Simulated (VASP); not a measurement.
Write the native input for VASP 6.6.1 that does the following.

* Task: relaxation of cell and atoms
* Functional: PBE
* Potentials or basis: VASP PAW PBE potentials, release 64 (Na_pv, Sr_sv)
* Cutoff: 600 eV
* k mesh: 6 × 6 × 6
* Occupations: gaussian, width 0.1 eV
* Spin: no spin polarisation
* Dipole correction: no
* Further INCAR settings: ALGO = Normal; EDIFF = 1e-07; IBRION = 2; EDIFFG = -0.04; NSW = 90; ISIF = 3

The structure of Na2Sr lies in POSCAR:

```
Na2Sr
1.0
   -1.9376856670      1.9376856670      4.7533851518
    1.9376856670     -1.9376856670      4.7533851518
    1.9376856670      1.9376856670     -4.7533851518
Na Sr
2 1
Direct
    0.6650000000      0.6650000000      0.0000000000
    0.3350000000      0.3350000000      0.0000000000
    0.0000000000      0.0000000000      0.0000000000
```

One way to write it, as run:

INCAR

```
SYSTEM = Na2Sr
ALGO = Normal ; EDIFF = 1E-7
EDIFFG = -0.04 ; ENCUT = 600
GGA = PE ; IBRION = 2
ISIF = 3 ; ISMEAR = 0
LASPH = .True. ; LCHARG = .False.
LREAL = .False. ; LWAVE = .False.
NELM = 100 ; NSW = 90
PREC = Accurate ; SIGMA = 0.1
```

KPOINTS

```
k-points
0
Gamma
  6 6 6
  0 0 0
```

Potentials or basis: VASP PAW PBE potentials, release 64 (Na_pv, Sr_sv).

Launch:

```sh
$ cat potpaw_PBE.64/Na_pv/POTCAR potpaw_PBE.64/Sr_sv/POTCAR > POTCAR
$ mpirun -np 1 vasp_std > vasp.out
```

Results of the run:

The relaxed volume is 42.77 Å³/atom. The relaxed cell is a = 7.597 Å, b = 7.597 Å, c = 7.597 Å, α = 147.18°, β = 147.18°, γ = 47.09°. The space group after relaxing (to 0.05 Å) is I4/mmm (No. 139), the energy gained by relaxing is 695.4 meV/atom and the ionic steps are 18. The pressure after relaxing is -0.1 GPa and the largest force after relaxing is 0.034 eV/Å. The band gap on the k mesh is zero (band 12 reaches 1.44 eV, above the bottom of band 13 at 0.50 eV).

Caveat: the k points lie up to 0.35 Å⁻¹ apart in the final cell; the volume moved by over 15 % at a fixed basis, so the end points are rough.

Run time: 12 min on 1 thread of Intel(R) Xeon(R) Platinum 8488C (Sapphire Rapids), with other jobs on the host, peak memory 0.4 GiB.
